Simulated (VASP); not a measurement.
# HgTe (I-4m2) in VASP: a series of runs, part 2 of 2

VASP 6.6.1. The steps go on from the part before.

## 3. Single point, PBEsol (strain +0.080 along x and y, +0.080 along z)

Contents of INCAR:

```
SYSTEM = HgTe
PREC     = Accurate       ! precision mode
ENCUT    = 520            ! plane-wave cutoff, eV
EDIFF    = 1E-6           ! SCF threshold, eV
ISMEAR   = 0              ! smearing method
SIGMA    = 0.15           ! smearing width, eV
LREAL    = .FALSE.        ! projectors in reciprocal space
LASPH    = .TRUE.         ! aspherical terms in the spheres
NELM     = 80             ! most SCF steps
ALGO     = Normal         ! electronic algorithm
ISIF     = 2              ! what is computed and relaxed
LWAVE    = .FALSE.        ! write WAVECAR
LCHARG   = .FALSE.        ! write CHGCAR
GGA      = PS             ! functional
NBANDS   = 16             ! bands
```

Contents of KPOINTS:

```
Automatic mesh
0
G
  18 18 18
  0 0 0
```

Contents of POSCAR:

```
HgTe
1.0
   -3.2892512400      3.2892512400      1.6841628000
    3.2892512400     -3.2892512400      1.6841628000
    3.2892512400      3.2892512400     -1.6841628000
Hg Te
1 1
Direct
    0.2500000000      0.7500000000      0.5000000000
    0.0000000000      0.0000000000      0.0000000000
```

Potentials or basis: VASP PAW PBE potentials, release 64 (Hg, Te).

Started as:

```bash
cat potpaw_PBE.64/Hg/POTCAR potpaw_PBE.64/Te/POTCAR > POTCAR
mpirun -np 1 vasp_std > vasp.out
```

OUTCAR:

```text
SYSTEM = HgTe
   PREC = Accurate
   ENCUT = 520
   EDIFF = 1E-6
   ISMEAR = 0
   LREAL = .FALSE.
   LASPH = .TRUE.
   NELM = 80
   ISIF = 2
   GGA = PS

 ion  position               nearest neighbor table
   1  0.250  0.750  0.500-   2 3.40   2 3.40   2 3.40   2 3.40
   2  0.000  0.000  0.000-   1 3.40   1 3.40   1 3.40   1 3.40

  LATTYP: Found a body centered tetragonal cell.
 ALAT       =     6.5785024800
 C/A-ratio  =     0.5120201156

  Lattice vectors:

 A1 = (  -3.2892512400,   3.2892512400,   1.6841628000)
 A2 = (   3.2892512400,  -3.2892512400,   1.6841628000)
 A3 = (   3.2892512400,   3.2892512400,  -1.6841628000)

Analysis of symmetry for initial positions (statically):
=====================================================================
 Subroutine PRICEL returns:
 Original cell was already a primitive cell.

 Routine SETGRP: Setting up the symmetry group for a
 body centered tetragonal supercell.

 Subroutine GETGRP returns: Found  8 space group operations
 (whereof  8 operations were pure point group operations)
 out of a pool of 16 trial point group operations.

The static configuration has the point symmetry D_2d.

Analysis of symmetry for dynamics (positions and initial velocities):
=====================================================================
 Subroutine PRICEL returns:
 Original cell was already a primitive cell.

 Routine SETGRP: Setting up the symmetry group for a
 body centered tetragonal supercell.

 Subroutine GETGRP returns: Found  8 space group operations
 (whereof  8 operations were pure point group operations)
 out of a pool of 16 trial point group operations.

The dynamic configuration has the point symmetry D_2d.

 Subroutine INISYM returns: Found  8 space group operations
 (whereof  8 operations are pure point group operations),
 and found     1 'primitive' translations

----------------------------------------------------------------------------------------

                                     Primitive cell

  volume of cell :      72.8850

  direct lattice vectors                    reciprocal lattice vectors
    -3.289251240  3.289251240  1.684162800     0.000000000  0.152010279  0.296883413
     3.289251240 -3.289251240  1.684162800     0.152010279  0.000000000  0.296883413
     3.289251240  3.289251240 -1.684162800     0.152010279  0.152010279  0.000000000

  length of vectors
     4.947196355  4.947196355  4.947196355     0.333536933  0.333536933  0.214974999

  position of ions in fractional coordinates (direct lattice)
     0.250000000  0.750000000  0.500000000
     0.000000000  0.000000000  0.000000000

  ion indices of the primitive-cell ions
   primitive index   ion index
                 1           1
                 2           2

----------------------------------------------------------------------------------------

 KPOINTS: Automatic mesh

Automatic generation of k-mesh.
 Grid dimensions read from file:
 generate k-points for:   18   18   18

 Generating k-lattice:

  Cartesian coordinates                     Fractional coordinates (reciprocal lattice)
     0.000000000  0.008445016  0.016493523     0.055555556  0.000000000  0.000000000
     0.008445016  0.000000000  0.016493523     0.000000000  0.055555556  0.000000000
     0.008445016  0.008445016  0.000000000     0.000000000  0.000000000  0.055555556

  Length of vectors
     0.018529830  0.018529830  0.011943055

  Shift w.r.t. Gamma in fractional coordinates (k-lattice)
     0.000000000  0.000000000  0.000000000

 Subroutine IBZKPT returns following result:
 ===========================================

 Found    480 irreducible k-points:

 Following reciprocal coordinates:
            Coordinates               Weight
  0.000000  0.000000  0.000000      1.000000
  0.055556 -0.000000  0.000000      8.000000
  0.111111 -0.000000  0.000000      8.000000
  0.166667 -0.000000  0.000000      8.000000
  0.222222 -0.000000  0.000000      8.000000
  0.277778  0.000000  0.000000      8.000000
[... 16 lines left out ...]
 -0.277778  0.055556  0.000000     16.000000
 -0.222222  0.055556 -0.000000     16.000000
 [... further k-points ...]
   k-points           NKPTS =    480   k-points in BZ     NKDIM =    480   number of bands    NBANDS=     16
   number of dos      NEDOS =    301   number of ions     NIONS =      2
   total plane-waves  NPLWV =  64000
   dimension x,y,z NGX =    40 NGY =   40 NGZ =   40
   dimension x,y,z NGXF=    80 NGYF=   80 NGZF=   80
   ions per type =               1   1
   NGX,Y,Z   is equivalent  to a cutoff of  13.44, 13.44, 13.44 a.u.
   NGXF,Y,Z  is equivalent  to a cutoff of  26.88, 26.88, 26.88 a.u.
 SYSTEM =  HgTe
   PREC   = accura    normal or accurate (medium, high low for compatibility)
   ISTART =      0    job   : 0-new  1-cont  2-samecut
   ICHARG =      2    charge: 1-file 2-atom 10-const
   ISPIN  =      1    spin polarized calculation?
   LNONCOLLINEAR =      F non collinear calculations
   LSORBIT =      F    spin-orbit coupling
   LASPH  =      T    aspherical Exc in radial PAW
   ENCUT  =  520.0 eV  38.22 Ry    6.18 a.u.   9.20  9.20  9.20*2*pi/ulx,y,z
   NELM   =     80;   NELMIN=  2; NELMDL= -5     # of ELM steps
   EDIFF  = 0.1E-05   stopping-criterion for ELM
   LREAL  =      F    real-space projection
   EDIFFG = 0.1E-04   stopping-criterion for IOM
   NSW    =      0    number of steps for IOM
   IBRION =     -1    ionic relax: 0-MD 1-quasi-New 2-CG
   NFREE  =      0    steps in history (QN), initial steepest desc. (CG)
   ISIF   =      2    stress and relaxation
   ISYM   =      2    0-nonsym 1-usesym 2-fastsym
   POTIM  = 0.5000    time-step for ionic-motion
   TEBEG  =    0.0;   TEEND  =   0.0 temperature during run
   PSTRESS=    0.0 pullay stress
   NELECT =      18.0000    total number of electrons
   NUPDOWN=      -1.0000    fix difference up-down
   EMIN   =  10.00;   EMAX   =-10.00  energy-range for DOS
   EFERMI =   0.00;   METHOD = LEGACY
   ISMEAR =     0;   SIGMA  =   0.15  broadening in eV -4-tet -1-fermi 0-gaus
   EFERMI_NEDOS =   21; number of points for ismear=-14 and -15
   IALGO  =     38    algorithm
   IMIX   =      4    mixing-type and parameters
     AMIX     =   0.40;   BMIX     =  1.00
     AMIX_MAG =   1.60;   BMIX_MAG =  1.00
  volume/ion in A,a.u.               =      36.44       245.93
  Fermi-wavevector in a.u.,A,eV,Ry     =   1.027116  1.940968 14.353709  1.054968
  Thomas-Fermi vector in A             =   2.161044
   LORBIT       =      0    0 simple, 1 ext, 2 COOP (PROOUT), +10 PAW based schemes
   GGA     = PS    functional components
   LHFCALC =     F    Hartree Fock is set to
   AEXX    =    0.0000 exact exchange contribution
   IVDW    =     0    specifies the selected vdW correction
   LEPSILON=     F    determine dielectric tensor
   LRPA    =     F    only Hartree local field effects (RPA)
 non-spin polarized calculation
 Gauss-broadening in eV      SIGMA  =   0.15
  energy-cutoff  :      520.00
  volume of cell :       72.88
 maximum number of plane-waves:      1986
 NGX is ok and might be reduce to    40
   NGX = 19   NGY = 19   NGZ = 19

 number of electron      17.9999999 magnetization

 Free energy of the ion-electron system (eV)
  ---------------------------------------------------
  ext. energy  EPLUGINS =         0.00000000
  ---------------------------------------------------
  free energy    TOTEN  =        -3.51943891 eV

  energy without entropy =       -3.50747650  energy(sigma->0) =       -3.51345770

 E-fermi :   2.0434     XC(G=0):  -8.9282

 val. band max:        2.0397889681   @ k =   0.1667   0.1667   0.0000
 cond. band min:       2.0457032044   @ k =   0.1667   0.1111   0.0556
 fundamental gap:      0.0059142363
 Fermi energy:         2.0433945473

 k-point     1 :       0.0000    0.0000    0.0000
  band No.  band energies     occupation
      1      -9.1840      2.00000
      2      -4.3690      2.00000
      3      -3.8905      2.00000
      4      -3.8632      2.00000
      5      -3.6277      2.00000
      6      -3.6277      2.00000
[... 8 lines left out ...]
     15      11.3781      0.00000
     16      11.5836      0.00000
[... 419 lines left out ...]
 k-point    24 :      -0.2222    0.0556   -0.0000
  band No.  band energies     occupation
      1      -8.8599      2.00000
      2      -4.1222      2.00000
      3      -3.8878      2.00000
      4      -3.8603      2.00000
      5      -3.7392      2.00000
      6      -3.7312      2.00000
[... 8 lines left out ...]
     15      11.2047      0.00000
     16      11.3799      0.00000

 [... further k-points ...]

------------------------ aborting loop because EDIFF is reached ----------------------------------------

  FORCE on cell =-STRESS in cart. coord.  units (eV):
  Direction    XX          YY          ZZ          XY          YZ          ZX
  --------------------------------------------------------------------------------------
  -------------------------------------------------------------------------------------
  Total       -3.1324678     -3.1324678     -3.6457539      0.0000000      0.0000000      0.0000000
  in kB      -68.8587352    -68.8587352    -80.1419254      0.0000000      0.0000000      0.0000000
  external PRESSURE =     -72.6197986 kB  Pullay stress =       0.0000000 kB

 VOLUME and BASIS-vectors are now :
 -----------------------------------------------------------------------------
  energy-cutoff  :      520.00
  volume of cell :       72.88
      direct lattice vectors                 reciprocal lattice vectors
    -3.289251240  3.289251240  1.684162800     0.000000000  0.152010279  0.296883413
     3.289251240 -3.289251240  1.684162800     0.152010279  0.000000000  0.296883413
     3.289251240  3.289251240 -1.684162800     0.152010279  0.152010279  0.000000000

 POSITION                                       TOTAL-FORCE (eV/Angst)
 -----------------------------------------------------------------------------------
      3.28925      0.00000      0.84208         0.000000      0.000000     -0.000000
      0.00000      0.00000      0.00000        -0.000000     -0.000000      0.000000
 -----------------------------------------------------------------------------------
    total drift:                                0.000000     -0.000000      0.000000

  FREE ENERGIE OF THE ION-ELECTRON SYSTEM (eV)
  ---------------------------------------------------
  free  energy   TOTEN  =        -3.5194389050 eV

  energy  without entropy=       -3.5074764994  energy(sigma->0) =       -3.51345770
```

Wall time 9.8 min (1 thread of Intel Xeon 8259CL, shared host); peak memory 0.7 GiB.

What came out:

* Free energy: -3.5194 eV
* Pressure: -7.3 GPa
* Band gap on the k mesh: zero (bands 9 and 10 overlap by 2.69 eV)

Levels at points of the mesh, in eV from the Fermi level:
```csv
k point,band 5,band 6,band 7,band 8,band 9,band 10,band 11,band 12,band 13,band 14
"(0.00, 0.00, 0.00)",-5.67,-5.67,-3.26,-1.70,-1.70,2.43,4.90,6.26,6.26,8.36
"(0.50, 0.00, 0.00)",-5.79,-5.58,-3.60,-1.69,-0.75,0.10,2.81,4.13,5.54,7.67
"(0.50, 0.50, 0.00)",-5.66,-5.65,-5.04,-0.79,0.89,2.21,2.27,3.56,8.12,9.69
"(0.50, 0.50, 0.50)",-5.65,-5.65,-3.60,-3.04,-3.04,2.25,6.72,6.72,6.99,11.15
```

Caveat: the cell differs from its parent crystal (strain +0.080 along x and y, +0.080 along z); the cell stands under tension; the PAW data sets were made with another functional, which shifts forces and pressure a little; spin-orbit coupling is left out, which moves the levels of the heavy elements.
